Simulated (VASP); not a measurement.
# BiB (R-3m) in VASP: relaxation of cell and atoms with PBE

Aim: the relaxation of cell and atoms of BiB with PBE.

Everything below comes from runs of VASP 6.6.1. Logs are shortened: lines on timing, memory, paths and dates and some standing lists are left out, and cuts for length are marked.

## (1) The cell of the first run

Symmetry: R-3m, No. 166, trigonal system. The conventional cell has a = 2.970 Å, b = 2.970 Å, c = 14.188 Å, α = 90.00°, β = 90.00°, γ = 120.00°. Within 3.8 Å of B (site symmetry -3m) lie 6 Bi at 2.92 Å and 6 B at 2.97 Å. Bi (site symmetry -3m) has 6 B at 2.92 Å and 6 Bi at 2.97 Å within 3.8 Å.

## (2) Relaxation of cell and atoms, PBE

File INCAR:

```
PREC = Accurate
ENCUT = 600
EDIFF = 1E-6
ISMEAR = 0
SIGMA = 0.1
LREAL = F
LASPH = T
NELM = 60
ALGO = Normal
ISIF = 3
LWAVE = F
LCHARG = F
GGA = PE
IBRION = 2
NSW = 90
EDIFFG = -0.04
```

File KPOINTS:

```
regular mesh
0
Gamma
  6 6 6
```

File POSCAR:

```
BiB
1.0
    1.4847948678      0.8572467166      4.7293466160
   -1.4847948678      0.8572467166      4.7293466160
    0.0000000000     -1.7144934332      4.7293466160
B Bi
1 1
Direct
    0.5000000000      0.5000000000      0.5000000000
    0.0000000000      0.0000000000      0.0000000000
```

Potentials or basis: VASP PAW PBE potentials, release 64 (B, Bi_d).

On the command line:

```sh
$ cat potpaw_PBE.64/B/POTCAR potpaw_PBE.64/Bi_d/POTCAR > POTCAR
$ mpirun -np 1 vasp_std > vasp.out
```

OUTCAR:

```text
PREC = Accurate
   ENCUT = 600
   EDIFF = 1E-6
   ISMEAR = 0
   LREAL = F
   LASPH = T
   NELM = 60
   ISIF = 3
   GGA = PE
   IBRION = 2
   NSW = 90
   EDIFFG = -0.04

 ion  position               nearest neighbor table
   1  0.500  0.500  0.500-   2 2.92   2 2.92   2 2.92   2 2.92   2 2.92   2 2.92
   2  0.000  0.000  0.000-   1 2.92   1 2.92   1 2.92   1 2.92   1 2.92   1 2.92

  LATTYP: Found a trigonal (rhomboedric) cell.
 ALAT       =     5.0305275217
 COS(alpha) =     0.8257648184

  Lattice vectors:

 A1 = (   1.4847948678,   0.8572467166,   4.7293466160)
 A2 = (  -1.4847948678,   0.8572467166,   4.7293466160)
 A3 = (   0.0000000000,  -1.7144934332,   4.7293466160)

Analysis of symmetry for initial positions (statically):
=====================================================================
 Subroutine PRICEL returns:
 Original cell was already a primitive cell.

 Routine SETGRP: Setting up the symmetry group for a
 trigonal (rhombohedral) supercell.

 Subroutine GETGRP returns: Found 12 space group operations
 (whereof 12 operations were pure point group operations)
 out of a pool of 12 trial point group operations.

The static configuration has the point symmetry D_3d.

Analysis of symmetry for dynamics (positions and initial velocities):
=====================================================================
 Subroutine PRICEL returns:
 Original cell was already a primitive cell.

 Routine SETGRP: Setting up the symmetry group for a
 trigonal (rhombohedral) supercell.

 Subroutine GETGRP returns: Found 12 space group operations
 (whereof 12 operations were pure point group operations)
 out of a pool of 12 trial point group operations.

The dynamic configuration has the point symmetry D_3d.

 Subroutine INISYM returns: Found 12 space group operations
 (whereof 12 operations are pure point group operations),
 and found     1 'primitive' translations

----------------------------------------------------------------------------------------

                                     Primitive cell

  volume of cell :      36.1181

  direct lattice vectors                    reciprocal lattice vectors
     1.484794868  0.857246717  4.729346616     0.336746854  0.194420887  0.070481900
    -1.484794868  0.857246717  4.729346616    -0.336746854  0.194420887  0.070481900
     0.000000000 -1.714493433  4.729346616     0.000000000 -0.388841773  0.070481900

  length of vectors
[... 82 lines left out ...]
   EDIFF  = 0.1E-05   stopping-criterion for ELM
   LREAL  =      F    real-space projection
   EDIFFG = -.4E-01   stopping-criterion for IOM
   NSW    =     90    number of steps for IOM
   IBRION =      2    ionic relax: 0-MD 1-quasi-New 2-CG
   NFREE  =      1    steps in history (QN), initial steepest desc. (CG)
   ISIF   =      3    stress and relaxation
   ISYM   =      2    0-nonsym 1-usesym 2-fastsym
   POTIM  = 0.5000    time-step for ionic-motion
   TEBEG  =    0.0;   TEEND  =   0.0 temperature during run
   PSTRESS=    0.0 pullay stress
   NELECT =      18.0000    total number of electrons
   NUPDOWN=      -1.0000    fix difference up-down
   EMIN   =  10.00;   EMAX   =-10.00  energy-range for DOS
   EFERMI =   0.00;   METHOD = LEGACY
   ISMEAR =     0;   SIGMA  =   0.10  broadening in eV -4-tet -1-fermi 0-gaus
   EFERMI_NEDOS =   21; number of points for ismear=-14 and -15
   IALGO  =     38    algorithm
   IMIX   =      4    mixing-type and parameters
     AMIX     =   0.40;   BMIX     =  1.00
     AMIX_MAG =   1.60;   BMIX_MAG =  1.00
  volume/ion in A,a.u.               =      18.06       121.87
  Fermi-wavevector in a.u.,A,eV,Ry     =   1.297948  2.452767 22.921329  1.684670
  Thomas-Fermi vector in A             =   2.429308
   LORBIT       =      0    0 simple, 1 ext, 2 COOP (PROOUT), +10 PAW based schemes
   GGA     = PE    functional components
   LHFCALC =     F    Hartree Fock is set to
   AEXX    =    0.0000 exact exchange contribution
   IVDW    =     0    specifies the selected vdW correction
   LEPSILON=     F    determine dielectric tensor
   LRPA    =     F    only Hartree local field effects (RPA)
 conjugate gradient relaxation of ions
 non-spin polarized calculation
 Gauss-broadening in eV      SIGMA  =   0.10
  energy-cutoff  :      600.00
  volume of cell :       36.12
 maximum number of plane-waves:      1218
   NGX = 21   NGY = 21   NGZ = 21

--------------------------------------- Ionic step        1  -------------------------------------------

 number of electron      18.0000002 magnetization

 Free energy of the ion-electron system (eV)
  ---------------------------------------------------
  ext. energy  EPLUGINS =         0.00000000
  ---------------------------------------------------
  free energy    TOTEN  =        -6.11350790 eV

  energy without entropy =       -6.10570576  energy(sigma->0) =       -6.10960683

------------------------ aborting loop because EDIFF is reached ----------------------------------------

  FORCE on cell =-STRESS in cart. coord.  units (eV):
  Direction    XX          YY          ZZ          XY          YZ          ZX
  --------------------------------------------------------------------------------------
  -------------------------------------------------------------------------------------
  Total        7.3718544      7.3718544     -2.1768891      0.0000000     -0.0000000      0.0000000
  in kB      327.0112166    327.0112166    -96.5655490      0.0000000     -0.0000000      0.0000000
  external PRESSURE =     185.8189614 kB  Pullay stress =       0.0000000 kB
[... 866 lines left out ...]
      2     -12.3913      2.00000
      3     -12.2763      2.00000
      4     -12.2483      2.00000
      5     -12.1723      2.00000
      6       0.1216      2.00000
      7       3.9408      2.00000
      8       4.3386      2.00000
      9       5.7748      2.00000
     10      11.4048      0.00000
     11      16.4705      0.00000
     12      17.3246      0.00000
     13      19.7038      0.00000

 [... further k-points ...]

[... ionic steps 4 to 11 ...]

--------------------------------------- Ionic step       12  -------------------------------------------

 number of electron      18.0000001 magnetization

------------------------ aborting loop because EDIFF is reached ----------------------------------------
[... 67 lines left out ...]
--------------------------------------- Ionic step       14  -------------------------------------------

 number of electron      18.0000000 magnetization

 Free energy of the ion-electron system (eV)
  ---------------------------------------------------
  ext. energy  EPLUGINS =         0.00000000
  ---------------------------------------------------
  free energy    TOTEN  =        -8.16641486 eV

  energy without entropy =       -8.16308293  energy(sigma->0) =       -8.16474890

 E-fermi :   8.0260     XC(G=0): -10.8819

 val. band max:        7.9973741159   @ k =   0.0000   0.0000   0.0000
 cond. band min:       8.0912010660   @ k =   0.1667  -0.0000   0.0000
 fundamental gap:      0.0938269501
 Fermi energy:         8.0259731672
[... 413 lines left out ...]
  FREE ENERGIE OF THE ION-ELECTRON SYSTEM (eV)
  ---------------------------------------------------
  free  energy   TOTEN  =        -8.1664148599 eV

  energy  without entropy=       -8.1630829327  energy(sigma->0) =       -8.16474890

 reached required accuracy - stopping structural energy minimisation
```

Run time: 5.8 min. Hardware: 1 thread of Intel Xeon Platinum 8275CL at 3.00GHz (Skylake/Cascade Lake), shared host; peak memory 0.26 GiB.

What came out:

* Free energy: -8.1664 eV
* Relaxed volume: 18.49 Å³/atom
* Relaxed cell: a = 3.755 Å, b = 3.755 Å, c = 3.755 Å, α = 59.46°, β = 59.46°, γ = 59.46°
* Space group after relaxing (to 0.1 Å): Fm-3m (No. 225)
* Energy gained by relaxing: 1026.5 meV/atom
* Ionic steps: 14
* Pressure after relaxing: -0.1 GPa
* Band gap on the k mesh: zero (bands 9 and 10 overlap by 3.94 eV)

Step by step:
```tsv
step	energy change (eV)	largest force (eV/Å)	pressure (GPa)	volume (Å³)
1	0.0000	0.0000	18.58	36.12
2	-0.8941	0.0000	-7.20	47.47
3	-0.9108	0.0000	-5.05	45.13
4	-1.1496	0.0000	-2.77	41.93
5	-1.5147	0.0000	0.44	38.20
6	-1.6398	0.0000	24.42	30.41
7	-1.8098	0.0000	7.23	34.39
8	-1.8307	0.0000	13.48	32.47
9	-1.8424	0.0000	10.54	33.20
10	-1.9218	0.0000	10.77	33.21
11	-1.9367	0.0000	11.09	33.17
12	-2.0150	0.0000	5.88	34.66
13	-2.0478	0.0000	-1.86	37.81
14	-2.0529	0.0000	-0.09	36.99
```

Final structure:
```
B Bi
1.0
     1.86221    1.07515    3.07881
    -1.86221    1.07515    3.07881
     0.00000   -2.15029    3.07881
B Bi
1 1
Direct
  0.50000 0.50000 0.50000
  0.00000 0.00000 0.00000
```

Caveat: the k points lie up to 0.34 Å⁻¹ apart in the final cell, too coarse for converged energies and pressures of a metal; a cell axis changed by over 15 % at a fixed basis, so the end point is rough; spin-orbit coupling is left out, which moves the levels of the heavy elements.

The gap in the log of VASP goes by the Fermi energy; the results here count the filled bands.